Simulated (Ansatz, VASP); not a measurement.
This is a calculation of Rh for VASP 6.6.1.

The input INCAR:

```
SYSTEM = Rh
PREC = Accurate
ENCUT = 600
EDIFF = 1E-7
ISMEAR = -1
SIGMA = 0.05
LREAL = .FALSE.
LASPH = .TRUE.
NELM = 100
ALGO = Normal
ISIF = 3
LWAVE = .FALSE.
LCHARG = .FALSE.
GGA = RP
IVDW = 12
IBRION = 2
NSW = 80
EDIFFG = -0.02
```

The input KPOINTS:

```
regular mesh
0
G
  12 12 12
  0 0 0
```

File POSCAR:

```
Rh
1.0
    0.0000000000      1.8978500000      1.8978500000
    1.8978500000      0.0000000000      1.8978500000
    1.8978500000      1.8978500000      0.0000000000
Rh
1
Direct
    0.0000000000      0.0000000000      0.0000000000
```

Potentials or basis: VASP PAW PBE potentials, release 64 (Rh_pv).

Launch:

```console
$ cat potpaw_PBE.64/Rh_pv/POTCAR > POTCAR
$ mpirun -np 1 vasp_std > vasp.out
```

Q: Translate it to Ansatz 0.2.0. Potentials there: all-electron LAPW, scalar-relativistic.

A: As run (the cutoff follows the program's own potentials):

The input input.yaml:

```yaml
crystal:
  lattice:
    - [0.0, 1.89785, 1.89785]
    - [1.89785, 0.0, 1.89785]
    - [1.89785, 1.89785, 0.0]
  atoms:
    - { symbol: Rh, position: [0.0, 0.0, 0.0] }
kpoints:
  mp_grid: { grid: [12, 12, 12] }
scf:
  occupations: { method: fermi_dirac, width: 0.05 }
hamiltonian:
  xc: rpbe
  dispersion: d3bj
  pseudopotentials: { kind: all_electron, lapw: { basis_error: 0.001 } }
output:
  forces: true
  stress: true
relax:
  f_tol: 0.02
  max_steps: 60
  cell: {}
```

Potentials or basis: all-electron LAPW, scalar-relativistic.

Command:

```bash
$ ansatz run input.yaml --threads 1 --pin off --max-ram 3072MiB --backend cpu --events-out ev --progress --plain --runs-dir out
```

Both were run:

|  | VASP | Ansatz | Ansatz less VASP |
| --- | --- | --- | --- |
| relaxed volume (Å³/atom) | 12.40 | 12.40 | -0.006 |
| relaxed cell length with the largest relative difference (Å) | 2.598 | 2.598 | -0.0005 |

VASP's potentials were made for PBE, not for RPBE. Ansatz ran all-electron here, and VASP with PAW potentials.
